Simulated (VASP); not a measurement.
A run of VASP 6.6.1 is set up as follows.

The input INCAR:

```
PREC = Accurate ; ENCUT = 520
EDIFF = 1E-6 ; ISMEAR = 0
SIGMA = 0.1 ; LREAL = F
LASPH = T ; NELM = 100
ALGO = Normal ; ISIF = 2
LWAVE = F ; LCHARG = T
GGA = PE ; LELF = T
LVHAR = T ; NBANDS = 22
```

The input KPOINTS:

```
Automatic mesh
0
Gamma
  6 6 4
```

File POSCAR:

```
ScGaSe
1.0
    4.0917753029      0.0000000000      0.0000000000
    0.0000000000      4.0917753029      0.0000000000
    0.0000000000      0.0000000000      4.9995385204
Sc Ga Se
1 1 1
Direct
    0.5000000000      0.5000000000      0.0000000000
    0.0000000000      0.0000000000      0.0000000000
    0.5000000000      0.5000000000      0.5000000000
```

Potentials or basis: VASP PAW PBE potentials, release 64 (Sc_sv, Ga_d, Se).

Run with:

```console
$ cat potpaw_PBE.64/Sc_sv/POTCAR potpaw_PBE.64/Ga_d/POTCAR potpaw_PBE.64/Se/POTCAR > POTCAR
$ mpirun -np 1 vasp_std > vasp.out
```

Question: What does it give for the band gap on the k mesh?

Answer: Zero (bands 15 and 16 overlap by 1.72 eV).

Question: What does it give for the pressure?

Answer: 0.3 GPa.
